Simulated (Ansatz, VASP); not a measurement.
**Two plane-wave programs on Al4RePb2**

```
Al Re Pb
1.0
     6.45289    0.00000    0.00000
     0.00000    6.45289    0.00000
     0.00000    0.00000    3.75293
Al Re Pb
4 1 2
Direct
  0.23323 0.23323 0.00000
  0.76677 0.23323 0.00000
  0.76677 0.76677 0.00000
  0.23323 0.76677 0.00000
  0.00000 0.00000 0.00000
  0.50000 0.00000 0.50000
  0.00000 0.50000 0.50000
```

Alike in both runs: task single point; functional PBE; k mesh 4 × 4 × 6; occupations gaussian, width 0.1 eV; no spin polarisation.

```csv
,VASP,Ansatz
version,VASP 6.6.1,Ansatz 0.2.0
potentials or method,"VASP PAW PBE potentials, release 64 (Al, Re, Pb_d), cutoff 520 eV","scalar-relativistic, plane waves, PAW"
valence electrons in the cell,47,55
```

Ansatz gave:

* gap on the k mesh at the Fermi level (eV): none
* pressure (GPa): 19.2
* traceless stress, the component that is largest in VASP (GPa): -13.61
* rms of the force components (eV/Å): 2.518

Task: Estimate VASP's values.

Result: gap on the k mesh at the Fermi level (eV): none; pressure (GPa): 19.1; traceless stress, the component that is largest in VASP (GPa): -13.63; rms of the force components (eV/Å): 2.520.

Atom by atom the forces differ by 0.002 eV/Å (rms over components). A gap of «none» marks a metal or a gap that the smearing closes. VASP's potentials hold 47 valence electrons a cell and Ansatz's 55, so a difference there can come from the potentials and not from the codes.

Neither program's run includes spin-orbit coupling.
